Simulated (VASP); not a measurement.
Here is a VASP 6.6.1 calculation.

Contents of INCAR:

```
SYSTEM = ZnS
ALGO = Normal
EDIFF = 1E-6
ENCUT = 520
GGA = PE
ISIF = 2
ISMEAR = 0
LASPH = .TRUE.
LCHARG = .FALSE.
LREAL = .FALSE.
LWAVE = .FALSE.
NBANDS = 16
NELM = 60
PREC = Accurate
SIGMA = 0.05
```

KPOINTS

```
k-points
0
G
  8 8 8
  0 0 0
```

The input POSCAR:

```
ZnS
1.0
    0.0000000000      2.8032109041      2.6807405248
    2.8032109041      0.0000000000      2.6807405248
    2.8032109041      2.8032109041      0.0000000000
Zn S
1 1
Direct
    0.0000000000      0.0000000000      0.0000000000
    0.7500000000      0.7500000000      0.7500000000
```

Potentials or basis: VASP PAW PBE potentials, release 64 (Zn, S).

The run is started by

```bash
$ cat potpaw_PBE.64/Zn/POTCAR potpaw_PBE.64/S/POTCAR > POTCAR
$ mpirun -np 1 vasp_std > vasp.out
```

Q: What does it give for the band gap on the k mesh?

A: 1.73 eV.

Q: Predict the pressure.

A: -2.7 GPa.

Stress tensor (GPa, compression positive):
```
-3.27  0.00  0.00
 0.00 -3.27  0.00
 0.00  0.00 -1.53
```

Caveat: the cell differs from its parent crystal (strain +0.030 along x and y, -0.015 along z).
